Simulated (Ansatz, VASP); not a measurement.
# Re in VASP and in Ansatz

Contents of INCAR:

```
  PREC = Accurate
  ENCUT = 560
  EDIFF = 1E-7
  ISMEAR = -1
  SIGMA = 0.1
  LREAL = F
  LASPH = T
  NELM = 120
  ALGO = Normal
  ISIF = 3
  LWAVE = F
  LCHARG = F
  GGA = PE
  IBRION = 2
  NSW = 60
  EDIFFG = -0.005
  GGA_COMPAT = F
  NELMIN = 4
```

The input KPOINTS:

```
regular mesh
0
Gamma
  18 18 18
```

POSCAR

```
Re
1.0
   -2.4103326608      2.4103326608      1.3256829634
    2.4103326608     -2.4103326608      1.3256829634
    2.4103326608      2.4103326608     -1.3256829634
Re
2
Direct
   -0.3750000000     -0.1250000000     -0.2500000000
    0.3750000000      0.1250000000      0.2500000000
```

Input for Ansatz:

```yaml
crystal:
  lattice:
    - [-2.4103326608, 2.4103326608, 1.3256829634]
    - [2.4103326608, -2.4103326608, 1.3256829634]
    - [2.4103326608, 2.4103326608, -1.3256829634]
  atoms:
    - { symbol: Re, position: [-0.375, -0.125, -0.25] }
    - { symbol: Re, position: [0.375, 0.125, 0.25] }
kpoints:
  mp_grid: { grid: [18, 18, 18] }
scf:
  occupations: { method: fermi_dirac, width: 0.1 }
hamiltonian:
  xc: pbe
  pseudopotentials: { kind: paw }
output:
  forces: true
  stress: true
relax:
  f_tol: 0.005
  max_steps: 40
  cell: {}
```

Alike in both runs: task relaxation of cell and atoms; functional PBE; k mesh 18 × 18 × 18; occupations fermi-dirac, width 0.1 eV; no spin polarisation.

|  | VASP | Ansatz |
| --- | --- | --- |
| version | VASP 6.6.1 | Ansatz 0.2.0 |
| potentials or method | VASP PAW PBE potentials, release 64 (Re_sv_GW) | PAW with Ansatz's default frozen-core files, scalar-relativistic |
| plane-wave cutoff (eV) | 560 | 420 |
| valence electrons in the cell | 30 | 30 |

|  | VASP | Ansatz | Ansatz less VASP |
| --- | --- | --- | --- |
| relaxed volume (Å³/atom) | 16.42 | 16.52 | +0.100 |
| relaxed length of the cell vector where the two differ most in proportion (Å) | 3.783 | 3.792 | +0.0093 |

Neither program's run includes spin-orbit coupling.
